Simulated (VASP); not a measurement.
A run of VASP 6.6.1:

File INCAR:

```
SYSTEM = SiC
PREC = Accurate ; ENCUT = 520
EDIFF = 1E-6 ; ISMEAR = 0
SIGMA = 0.02 ; LREAL = .False.
LASPH = .True. ; NELM = 100
ALGO = Normal ; ISIF = 2
LWAVE = .False. ; LCHARG = .True.
GGA = PE ; IVDW = 12
LELF = .True. ; LVHAR = .True.
NBANDS = 11
```

The input KPOINTS:

```
Automatic mesh
0
Gamma
  12 12 12
  0 0 0
```

File POSCAR:

```
SiC
1.0
    0.0000000000      2.1743531186      2.1743531186
    2.1743531186      0.0000000000      2.1743531186
    2.1743531186      2.1743531186      0.0000000000
Si C
1 1
Direct
    0.0000000000      0.0000000000      0.0000000000
    0.7500000000      0.7500000000      0.7500000000
```

Potentials or basis: VASP PAW PBE potentials, release 64 (Si, C).

Launch:

```console
$ cat potpaw_PBE.64/Si/POTCAR potpaw_PBE.64/C/POTCAR > POTCAR
$ mpirun -np 1 vasp_std > vasp.out
```

Hardware: 1 thread of Intel(R) Xeon(R) Platinum 8488C (Sapphire Rapids), on a shared host.

Question: How long does it take, and how much memory?

Answer: It took 6.7 s on 1 thread of Intel(R) Xeon(R) Platinum 8488C (Sapphire Rapids), on a shared host, peak memory 0.15 GiB. Counts: scf iterations 12, k points 72.
